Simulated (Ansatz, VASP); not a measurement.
# V in VASP and in Ansatz

Contents of INCAR:

```
PREC = Accurate ; ENCUT = 500
EDIFF = 1E-6 ; ISMEAR = 0
SIGMA = 0.1 ; LREAL = F
LASPH = T ; NELM = 120
ALGO = Normal ; ISIF = 2
LWAVE = F ; LCHARG = T
GGA = PE ; LELF = T
LVHAR = T ; NBANDS = 12
GGA_COMPAT = F
```

KPOINTS

```
Automatic mesh
0
Gamma
  8 8 8
```

File POSCAR:

```
V
1.0
   -1.5143500000      1.5143500000      1.5143500000
    1.5143500000     -1.5143500000      1.5143500000
    1.5143500000      1.5143500000     -1.5143500000
V
1
Direct
    0.0000000000      0.0000000000      0.0000000000
```

Input for Ansatz:

```yaml
crystal:
  lattice:
    - [-1.51435, 1.51435, 1.51435]
    - [1.51435, -1.51435, 1.51435]
    - [1.51435, 1.51435, -1.51435]
  atoms:
    - { symbol: V, position: [0.0, 0.0, 0.0], spin: 2.0 }
basis:
  ecutwfc: 420
kpoints:
  mp_grid: { grid: [8, 8, 8] }
hamiltonian:
  xc: pbe
scf:
  occupations: { method: gaussian, width: 0.1 }
  lower_state_search: "off"
output:
  forces: true
  stress: true
  eigenvalues: true
  populations: true
magnetization:
  spin_polarized: true
```

Alike in both runs: task single point; functional PBE; k mesh 8 × 8 × 8; occupations gaussian, width 0.1 eV; no spin polarisation.

```csv
,VASP,Ansatz
version,VASP 6.6.1,Ansatz 0.2.0
potentials or method,"VASP PAW PBE potentials, release 64 (V_sv), cutoff 500 eV","scalar-relativistic, plane waves, PAW"
valence electrons in the cell,13,13
```

|  | VASP | Ansatz | Ansatz less VASP |
| --- | --- | --- | --- |
| gap on the k mesh at the Fermi level (eV) | none | none | - |
| pressure (GPa) | -6.4 | -6.5 | -0.09 |

A gap of «none» marks a metal or a gap that the smearing closes. The functional is the same, so the differences come from potentials, cutoffs and numerics. Ansatz's warnings: seeded moment not kept.

The k mesh is coarse, so the values compare programs but aren't converged.
